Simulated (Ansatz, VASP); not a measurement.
**LiYAs: VASP beside Ansatz**

The input INCAR:

```
ALGO = Normal
EDIFF = 1E-6
ENCUT = 750
GGA = PE
GGA_COMPAT = F
ISIF = 2
ISMEAR = -1
LASPH = T
LCHARG = F
LREAL = F
LWAVE = F
NBANDS = 28
NELM = 120
PREC = Accurate
SIGMA = 0.1
```

KPOINTS

```
k-points
0
Gamma
  8 8 5
```

POSCAR

```
LiYAs
1.0
    4.2240930000      0.0000000000      0.0000000000
    0.0000000000      4.2240930000      0.0000000000
    0.0000000000      0.0000000000      7.0798790000
As Y Li
2 2 2
Direct
    0.2500000000      0.2500000000      0.2362600000
    0.7500000000      0.7500000000      0.7637400000
    0.7500000000      0.2500000000      0.0000000000
    0.2500000000      0.7500000000      0.0000000000
    0.2500000000      0.2500000000      0.6550000000
    0.7500000000      0.7500000000      0.3450000000
```

Input for Ansatz:

```yaml
crystal:
  lattice:
    - [4.224093, 0.0, 0.0]
    - [0.0, 4.224093, 0.0]
    - [0.0, 0.0, 7.079879]
  atoms:
    - { symbol: As, position: [0.25, 0.25, 0.23626] }
    - { symbol: As, position: [0.75, 0.75, 0.76374] }
    - { symbol: "Y", position: [0.75, 0.25, 0.0] }
    - { symbol: "Y", position: [0.25, 0.75, 0.0] }
    - { symbol: Li, position: [0.25, 0.25, 0.655] }
    - { symbol: Li, position: [0.75, 0.75, 0.345] }
  symmetry: { tolerance: 0.0003 }
kpoints:
  mp_grid: { grid: [8, 8, 5], shift: [0, 0, 0] }
  band_path:
    path:
      - [0.0, 0.0, 0.0]
      - [0.0, 0.5, 0.0]
      - [0.5, 0.5, 0.0]
      - [0.0, 0.0, 0.0]
      - [0.0, 0.0, 0.5]
      - [0.0, 0.5, 0.5]
      - [0.5, 0.5, 0.5]
      - [0.0, 0.0, 0.5]
      - [0.0, 0.5, 0.0]
      - [0.0, 0.5, 0.5]
      - [0.5, 0.5, 0.0]
    npoints: 6
magnetization:
  spin_polarized: false
scf:
  occupations: { method: fermi_dirac }
  lower_state_search: "off"
  max_iter: 200
hamiltonian:
  pseudopotentials: { kind: paw }
  xc: pbe
basis:
  ecutwfc: 420
  fft_grid_basis: typed
output:
  forces: true
  stress: true
  eigenvalues: true
  bader: true
  populations: true
  elf: true
  write_potential: true
  volumetric_format: npy
  dos:
    e_range: [-12, 8]
    de: 0.05
    projected: { site_lists: { As: [As], Li: [Li], "Y": ["Y"] } }
checkpoint:
  read: saved_state
```

Alike in both runs: task single point; functional PBE; k mesh 8 × 8 × 5; no spin polarisation.

```csv
,VASP,Ansatz
version,VASP 6.6.1,Ansatz 0.2.0
potentials or method,"VASP PAW PBE potentials, release 64 (As, Y_sv, Li_sv), cutoff 750 eV",PAW plane waves
occupations,"fermi-dirac, width 0.1 eV",fermi-dirac
valence electrons in the cell,38,58
```

VASP gave:

```
pressure (GPa)                                                : 15.1
traceless stress, the component that is largest in VASP (GPa) : -4.58
rms of the force components (eV/Å)                            : 0.878
```

Problem. What did Ansatz give for the same quantities?

Solution. Pressure (GPa): 15.1; traceless stress, the component that is largest in VASP (GPa): -4.59; rms of the force components (eV/Å): 0.876.

Atom by atom the forces differ by 0.002 eV/Å (rms over components). VASP's potentials hold 38 valence electrons a cell and Ansatz's 58, so a difference there can come from the potentials and not from the codes.
